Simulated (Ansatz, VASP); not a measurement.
Given: the input of a run of VASP 6.6.1 on Se.

INCAR

```
PREC = Accurate ; ENCUT = 520
EDIFF = 1E-6 ; ISMEAR = 0
SIGMA = 0.018000000000000002 ; LREAL = F
LASPH = T ; NELM = 100
ALGO = Normal ; ISIF = 2
LWAVE = F ; LCHARG = F
GGA = PE ; NBANDS = 16
```

KPOINTS

```
Automatic mesh
0
Gamma
  7 7 6
```

Contents of POSCAR:

```
Se
1.0
    4.3662000000      0.0000000000      0.0000000000
   -2.1831000000      3.7812401180      0.0000000000
    0.0000000000      0.0000000000      4.9536000000
Se
3
Direct
    0.7746000000      0.7746000000      0.0000000000
    0.0000000000      0.2254000000      0.6666666667
    0.2254000000      0.0000000000      0.3333333333
```

Potentials or basis: VASP PAW PBE potentials, release 64 (Se).

Command:

```console
$ cat potpaw_PBE.64/Se/POTCAR > POTCAR
$ mpirun -np 1 vasp_std > vasp.out
```

Question: Translate it to Ansatz 0.2.0. Potentials there: Ansatz PAW.

Answer: As run (the cutoff follows the program's own potentials):

Contents of input.yaml:

```yaml
crystal:
  lattice:
    - [4.3662, 0.0, 0.0]
    - [-2.1831, 3.781240118, 0.0]
    - [0.0, 0.0, 4.9536]
  atoms:
    - { symbol: Se, position: [0.7746, 0.7746, 0.0] }
    - { symbol: Se, position: [0.0, 0.2254, 0.6666666667] }
    - { symbol: Se, position: [0.2254, 0.0, 0.3333333333] }
hamiltonian:
  xc: pbe
  pseudopotentials: { kind: paw }
kpoints:
  mp_grid: { grid: [7, 7, 6] }
scf:
  occupations: { method: gaussian, width: 0.018 }
output:
  forces: true
  stress: true
  eigenvalues: true
```

Potentials or basis: Ansatz PAW.

Run with:

```bash
$ ansatz run input.yaml --threads 2 --pin off --max-ram 5632MiB --backend cpu --events-out ev --progress --plain --runs-dir out
```

Both were run:

|  | VASP | Ansatz | Ansatz less VASP |
| --- | --- | --- | --- |
| gap on the k mesh at the Fermi level (eV) | 1.21 | 1.21 | 0.000 |
| least direct gap on the mesh (eV) | 1.47 | 1.48 | +0.012 |
| pressure (GPa) | 2.9 | 2.8 | -0.13 |
| traceless stress, the component that is largest in VASP (GPa) | 1.22 | 1.18 | -0.047 |
| rms of the force components (eV/Å) | 0.251 | 0.232 | -0.0189 |

Atom by atom the forces differ by 0.019 eV/Å (rms over components). The functional is the same, so the differences come from potentials, cutoffs and numerics. VASP's potentials hold 18 valence electrons a cell and Ansatz's 48, so a difference there can come from the potentials and not from the codes.

Noted on Ansatz's run: odd divisions of the mesh miss points on the zone boundary, where band edges often lie, so the gap on the mesh can be too wide.
